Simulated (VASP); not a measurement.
# SmHf2H in VASP: a series of runs

The runs below take SmHf2H through single point, with PBE.

Program: VASP 6.6.1. These are calculated values, not measurements. Logs are shortened: lines on timing, memory, paths and dates and some standing lists are left out, and cuts for length are marked.

### Step 1. The cell of the first run

The structure is orthorhombic, space group Immm (No. 71). The conventional cell has a = 3.359 Å, b = 4.373 Å, c = 10.987 Å, α = 90.00°, β = 90.00°, γ = 90.00°. Within 3.6 Å of Sm (site symmetry mmm) lie 4 H at 2.76 Å and 2 Sm at 3.36 Å and 10 Hf at 3.37 to 3.48 Å. Within 2.8 Å of Hf (site symmetry mm2) lie 1 H at 2.12 Å. Within 2.8 Å of H (site symmetry mmm) lie 2 Hf at 2.12 Å and 4 Sm at 2.76 Å.

The cell was built from a structure type or drawn by symmetry, and may not be a known phase.

### Step 2. Single point, PBE

INCAR

```
PREC     = Accurate       # precision mode
ENCUT    = 500            # plane-wave cutoff, eV
EDIFF    = 1E-6           # SCF threshold, eV
ISMEAR   = 0              # smearing method
SIGMA    = 0.1            # smearing width, eV
LREAL    = False          # projectors in reciprocal space
LASPH    = True           # aspherical terms in the spheres
NELM     = 200            # most SCF steps
ALGO     = Normal         # electronic algorithm
ISIF     = 2              # what is computed and relaxed
LWAVE    = False          # write WAVECAR
LCHARG   = False          # write CHGCAR
GGA      = PE             # functional
NBANDS   = 24             # bands
GGA_COMPAT= False        
LMAXMIX  = 6              # l up to which the mixer works
```

KPOINTS

```
regular mesh
0
Gamma
  6 6 6
```

POSCAR

```
SmHf2H
1.0
   -1.6797285366      2.1865055337      5.4934606376
    1.6797285366     -2.1865055337      5.4934606376
    1.6797285366      2.1865055337     -5.4934606376
Sm Hf H
1 2 1
Direct
    0.5000000000      0.5000000000      0.0000000000
    0.1931128669      0.1931128669      0.0000000000
    0.8068871331      0.8068871331      0.0000000000
    0.0000000000      0.0000000000      0.0000000000
```

Potentials or basis: VASP PAW PBE potentials, release 64 (Sm_3, Hf_pv, H), 4f in core.

On the command line:

```
cat potpaw_PBE.64/Sm_3/POTCAR potpaw_PBE.64/Hf_pv/POTCAR potpaw_PBE.64/H/POTCAR > POTCAR
mpirun -np 1 vasp_std > vasp.out
```

OUTCAR:

```text
PREC = Accurate
   ENCUT = 500
   EDIFF = 1E-6
   ISMEAR = 0
   LREAL = False
   LASPH = True
   NELM = 200
   ISIF = 2
   GGA = PE

 ion  position               nearest neighbor table
   1  0.500  0.500  0.000-   2 3.37   3 3.37   2 3.48   3 3.48   2 3.48   2 3.48   2 3.48   3 3.48
                             3 3.48   3 3.48
   2  0.193  0.193  0.000-   4 2.12   3 3.03   3 3.03   3 3.03   3 3.03   1 3.37   1 3.48   1 3.48
                             1 3.48   1 3.48
   3  0.807  0.807  0.000-   4 2.12   2 3.03   2 3.03   2 3.03   2 3.03   1 3.37   1 3.48   1 3.48
                             1 3.48   1 3.48
   4  0.000  0.000  0.000-   2 2.12   3 2.12

  LATTYP: Found a body centered orthorhombic cell.
 ALAT       =     3.3594570732
 B/A-ratio  =     1.3017017250
 C/A-ratio  =     3.2704455023

  Lattice vectors:

 A1 = (  -1.6797285366,   2.1865055337,   5.4934606376)
 A2 = (   1.6797285366,  -2.1865055337,   5.4934606376)
 A3 = (   1.6797285366,   2.1865055337,  -5.4934606376)

Analysis of symmetry for initial positions (statically):
=====================================================================
 Subroutine PRICEL returns:
 Original cell was already a primitive cell.

 Routine SETGRP: Setting up the symmetry group for a
 body centered orthorhombic supercell.

 Subroutine GETGRP returns: Found  8 space group operations
 (whereof  8 operations were pure point group operations)
 out of a pool of  8 trial point group operations.

The static configuration has the point symmetry D_2h.

Analysis of symmetry for dynamics (positions and initial velocities):
=====================================================================
 Subroutine PRICEL returns:
 Original cell was already a primitive cell.

 Routine SETGRP: Setting up the symmetry group for a
 body centered orthorhombic supercell.

 Subroutine GETGRP returns: Found  8 space group operations
 (whereof  8 operations were pure point group operations)
 out of a pool of  8 trial point group operations.

The dynamic configuration has the point symmetry D_2h.

 Subroutine INISYM returns: Found  8 space group operations
 (whereof  8 operations are pure point group operations),
 and found     1 'primitive' translations

----------------------------------------------------------------------------------------

                                     Primitive cell

  volume of cell :      80.7041

  direct lattice vectors                    reciprocal lattice vectors
    -1.679728537  2.186505534  5.493460638     0.000000000  0.228675387  0.091017308
     1.679728537 -2.186505534  5.493460638     0.297667146  0.000000000  0.091017308
     1.679728537  2.186505534 -5.493460638     0.297667146  0.228675387  0.000000000

  length of vectors
     6.146576623  6.146576623  6.146576623     0.246123106  0.311271393  0.375364040

  position of ions in fractional coordinates (direct lattice)
     0.500000000  0.500000000  0.000000000
     0.193112867  0.193112867  0.000000000
     0.806887133  0.806887133  0.000000000
     0.000000000  0.000000000  0.000000000

  ion indices of the primitive-cell ions
   primitive index   ion index
                 1           1
                 2           2
                 3           3
                 4           4

----------------------------------------------------------------------------------------

 KPOINTS: regular mesh

Automatic generation of k-mesh.
 Grid dimensions read from file:
 generate k-points for:    6    6    6

 Generating k-lattice:

  Cartesian coordinates                     Fractional coordinates (reciprocal lattice)
     0.000000000  0.038112565  0.015169551     0.166666667  0.000000000 -0.000000000
     0.049611191  0.000000000  0.015169551     0.000000000  0.166666667  0.000000000
     0.049611191  0.038112565  0.000000000    -0.000000000  0.000000000  0.166666667

  Length of vectors
     0.041020518  0.051878566  0.062560673

  Shift w.r.t. Gamma in fractional coordinates (k-lattice)
     0.000000000  0.000000000  0.000000000

 Subroutine IBZKPT returns following result:
 ===========================================

 Found     46 irreducible k-points:

 Following reciprocal coordinates:
            Coordinates               Weight
  0.000000  0.000000  0.000000      1.000000
  0.166667  0.000000 -0.000000      4.000000
  0.333333  0.000000  0.000000      4.000000
  0.500000  0.000000 -0.000000      2.000000
  0.000000  0.166667  0.000000      4.000000
  0.166667  0.166667  0.000000      8.000000
[... 16 lines left out ...]
 -0.166667  0.166667  0.166667      2.000000
  0.166667  0.333333  0.166667      4.000000
 [... further k-points ...]
   k-points           NKPTS =     46   k-points in BZ     NKDIM =     46   number of bands    NBANDS=     24
   number of dos      NEDOS =    301   number of ions     NIONS =      4
   total plane-waves  NPLWV = 110592
   dimension x,y,z NGX =    48 NGY =   48 NGZ =   48
   dimension x,y,z NGXF=    96 NGYF=   96 NGZF=   96
   ions per type =               1   2   1
   NGX,Y,Z   is equivalent  to a cutoff of  12.98, 12.98, 12.98 a.u.
   NGXF,Y,Z  is equivalent  to a cutoff of  25.97, 25.97, 25.97 a.u.
 SYSTEM =  unknown system
   PREC   = accura    normal or accurate (medium, high low for compatibility)
   ISTART =      0    job   : 0-new  1-cont  2-samecut
   ICHARG =      2    charge: 1-file 2-atom 10-const
   ISPIN  =      1    spin polarized calculation?
   LNONCOLLINEAR =      F non collinear calculations
   LSORBIT =      F    spin-orbit coupling
   LASPH  =      T    aspherical Exc in radial PAW
   ENCUT  =  500.0 eV  36.75 Ry    6.06 a.u.  11.21 11.21 11.21*2*pi/ulx,y,z
   NELM   =    200;   NELMIN=  2; NELMDL= -5     # of ELM steps
   EDIFF  = 0.1E-05   stopping-criterion for ELM
   LREAL  =      F    real-space projection
   EDIFFG = 0.1E-04   stopping-criterion for IOM
   NSW    =      0    number of steps for IOM
   IBRION =     -1    ionic relax: 0-MD 1-quasi-New 2-CG
   NFREE  =      0    steps in history (QN), initial steepest desc. (CG)
   ISIF   =      2    stress and relaxation
   ISYM   =      2    0-nonsym 1-usesym 2-fastsym
   POTIM  = 0.5000    time-step for ionic-motion
   TEBEG  =    0.0;   TEEND  =   0.0 temperature during run
   PSTRESS=    0.0 pullay stress
   NELECT =      32.0000    total number of electrons
   NUPDOWN=      -1.0000    fix difference up-down
   EMIN   =  10.00;   EMAX   =-10.00  energy-range for DOS
   EFERMI =   0.00;   METHOD = LEGACY
   ISMEAR =     0;   SIGMA  =   0.10  broadening in eV -4-tet -1-fermi 0-gaus
   EFERMI_NEDOS =   21; number of points for ismear=-14 and -15
   IALGO  =     38    algorithm
   IMIX   =      4    mixing-type and parameters
     AMIX     =   0.40;   BMIX     =  1.00
     AMIX_MAG =   1.60;   BMIX_MAG =  1.00
  volume/ion in A,a.u.               =      20.18       136.15
  Fermi-wavevector in a.u.,A,eV,Ry     =   1.202706  2.272785 19.680861  1.446502
  Thomas-Fermi vector in A             =   2.338480
   LORBIT       =      0    0 simple, 1 ext, 2 COOP (PROOUT), +10 PAW based schemes
   GGA     = PE    functional components
   LHFCALC =     F    Hartree Fock is set to
   AEXX    =    0.0000 exact exchange contribution
   IVDW    =     0    specifies the selected vdW correction
   LEPSILON=     F    determine dielectric tensor
   LRPA    =     F    only Hartree local field effects (RPA)
 non-spin polarized calculation
 Gauss-broadening in eV      SIGMA  =   0.10
  energy-cutoff  :      500.00
  volume of cell :       80.70
 maximum number of plane-waves:      2061
 NGX is ok and might be reduce to    48
   NGX = 23   NGY = 23   NGZ = 23

 number of electron      32.0000001 magnetization

 Free energy of the ion-electron system (eV)
  ---------------------------------------------------
  ext. energy  EPLUGINS =         0.00000000
  ---------------------------------------------------
  free energy    TOTEN  =       -27.76413357 eV

  energy without entropy =      -27.74161932  energy(sigma->0) =      -27.75287645

 E-fermi :   4.0796     XC(G=0): -10.6896

 val. band max:        4.0726935181   @ k =   0.1667   0.1667   0.0000
 cond. band min:       4.0810857004   @ k =  -0.3333   0.3333   0.1667
 fundamental gap:      0.0083921823
 Fermi energy:         4.0795707084

 k-point     1 :       0.0000    0.0000    0.0000
  band No.  band energies     occupation
      1     -36.8470      2.00000
      2     -26.7759      2.00000
      3     -26.6797      2.00000
      4     -26.5700      2.00000
      5     -26.4807      2.00000
      6     -26.1922      2.00000
[... 16 lines left out ...]
     23       7.0583      0.00000
     24       7.9506      0.00000

 k-point     2 :       0.1667    0.0000   -0.0000
  band No.  band energies     occupation
      1     -36.8464      2.00000
      2     -26.7902      2.00000
      3     -26.6958      2.00000
      4     -26.5263      2.00000
      5     -26.4616      2.00000
      6     -26.2117      2.00000
[... 16 lines left out ...]
     23       7.1276      0.00000
     24       7.8465      0.00000

 k-point     3 :       0.3333    0.0000    0.0000
  band No.  band energies     occupation
      1     -36.8451      2.00000
      2     -26.7979      2.00000
      3     -26.7340      2.00000
      4     -26.4376      2.00000
      5     -26.4093      2.00000
      6     -26.2650      2.00000
[... 16 lines left out ...]
     23       7.1475      0.00000
     24       7.8635      0.00000

 k-point     4 :       0.5000    0.0000   -0.0000
  band No.  band energies     occupation
      1     -36.8444      2.00000
      2     -26.7828      2.00000
      3     -26.7677      2.00000
      4     -26.3481      2.00000
      5     -26.3406      2.00000
      6     -26.3377      2.00000
[... 16 lines left out ...]
     23       6.7706      0.00000
     24       8.3144      0.00000

 k-point     5 :       0.0000    0.1667    0.0000
  band No.  band energies     occupation
      1     -36.8275      2.00000
      2     -26.7322      2.00000
      3     -26.6823      2.00000
      4     -26.6290      2.00000
      5     -26.4618      2.00000
      6     -26.2566      2.00000
[... 16 lines left out ...]
     23       6.8333      0.00000
     24       8.2522      0.00000

 k-point     6 :       0.1667    0.1667    0.0000
  band No.  band energies     occupation
      1     -36.8269      2.00000
      2     -26.7527      2.00000
      3     -26.6943      2.00000
      4     -26.6090      2.00000
      5     -26.4214      2.00000
      6     -26.3128      2.00000
[... 16 lines left out ...]
     23       6.9281      0.00000
     24       8.0506      0.00000
[... 379 lines left out ...]
 k-point    21 :       0.1667    0.1667    0.1667
  band No.  band energies     occupation
      1     -36.7861      2.00000
      2     -26.7585      2.00000
      3     -26.7483      2.00000
      4     -26.6314      2.00000
      5     -26.5278      2.00000
      6     -26.2966      2.00000
[... 16 lines left out ...]
     23       7.9358      0.00000
     24       8.6282      0.00000

 k-point    22 :       0.3333    0.1667    0.1667
  band No.  band energies     occupation
      1     -36.7854      2.00000
      2     -26.7710      2.00000
      3     -26.7676      2.00000
      4     -26.5971      2.00000
      5     -26.5814      2.00000
      6     -26.2378      2.00000
[... 16 lines left out ...]
     23       8.0469      0.00000
     24       8.4118      0.00000

 k-point    23 :      -0.1667    0.1667    0.1667
  band No.  band energies     occupation
      1     -36.7881      2.00000
      2     -26.7179      2.00000
      3     -26.7098      2.00000
      4     -26.6154      2.00000
      5     -26.4411      2.00000
      6     -26.3721      2.00000
[... 16 lines left out ...]
     23       7.6764      0.00000
     24       8.9405      0.00000

 k-point    24 :       0.1667    0.3333    0.1667
  band No.  band energies     occupation
      1     -36.7662      2.00000
      2     -26.7874      2.00000
      3     -26.7856      2.00000
      4     -26.5948      2.00000
      5     -26.5782      2.00000
      6     -26.2672      2.00000
[... 16 lines left out ...]
     23       8.4809      0.00000
     24       9.4253      0.00000

 [... further k-points ...]

------------------------ aborting loop because EDIFF is reached ----------------------------------------

  FORCE on cell =-STRESS in cart. coord.  units (eV):
  Direction    XX          YY          ZZ          XY          YZ          ZX
  --------------------------------------------------------------------------------------
  -------------------------------------------------------------------------------------
  Total        0.1183549     -0.1734824      0.3473276      0.0000000      0.0000000      0.0000000
  in kB        2.3496388     -3.4440569      6.8953166      0.0000000      0.0000000      0.0000000
  external PRESSURE =       1.9336328 kB  Pullay stress =       0.0000000 kB

 VOLUME and BASIS-vectors are now :
 -----------------------------------------------------------------------------
  energy-cutoff  :      500.00
  volume of cell :       80.70
      direct lattice vectors                 reciprocal lattice vectors
    -1.679728537  2.186505534  5.493460638     0.000000000  0.228675387  0.091017308
     1.679728537 -2.186505534  5.493460638     0.297667146  0.000000000  0.091017308
     1.679728537  2.186505534 -5.493460638     0.297667146  0.228675387  0.000000000

 POSITION                                       TOTAL-FORCE (eV/Angst)
 -----------------------------------------------------------------------------------
      0.00000      0.00000      5.49346        -0.000000     -0.000000      0.000000
      0.00000      0.00000      2.12172         0.000000     -0.000000      0.105124
      0.00000      0.00000      8.86521         0.000000      0.000000     -0.105124
      0.00000      0.00000      0.00000        -0.000000     -0.000000      0.000000
 -----------------------------------------------------------------------------------
    total drift:                                0.000000      0.000000     -0.000000

  FREE ENERGIE OF THE ION-ELECTRON SYSTEM (eV)
  ---------------------------------------------------
  free  energy   TOTEN  =       -27.7641335691 eV

  energy  without entropy=      -27.7416193225  energy(sigma->0) =      -27.75287645
```

It took 78 s on 1 thread of Intel Xeon 6975P-C (Granite Rapids), shared host; peak memory 0.37 GiB.

Results:

* Free energy: -27.7641 eV
* Pressure: 0.2 GPa
* Largest force: 0.105 eV/Å
* Band gap on the k mesh: zero (bands 16 and 17 overlap by 1.08 eV)

Forces in eV/Å, atoms in the order of the input:
```
Sm   0.000  0.000  0.000
Hf   0.000  0.000  0.105
Hf   0.000  0.000 -0.105
H    0.000  0.000  0.000
```

Stress tensor (GPa, compression positive):
```
 0.23  0.00  0.00
 0.00 -0.34  0.00
 0.00  0.00  0.69
```

Levels at points of the mesh, in eV from the Fermi level:
```
           k point  band 13  band 14  band 15  band 16  band 17  band 18  band 19  band 20
(0.00, 0.00, 0.00)    -2.00    -0.82    -0.82     0.76     0.96     1.08     1.31     1.70
(0.50, 0.00, 0.00)    -2.65    -2.57    -0.33    -0.01     0.90     1.15     1.50     1.50
(0.00, 0.50, 0.00)    -2.18    -1.89    -1.55    -0.77    -0.24     0.34     0.67     1.84
(0.50, 0.50, 0.00)    -1.60    -1.54    -0.62    -0.33     0.44     0.61     1.19     1.46
(0.50, 0.50, 0.50)    -2.57    -2.19    -0.42     0.43     0.97     1.28     1.90     2.12
```

Caveat: spin-orbit coupling is left out, which moves the levels of the heavy elements; the 4f electrons are frozen in the core, so they carry no moment and show no levels.

(Continued in part 2 of 2.)
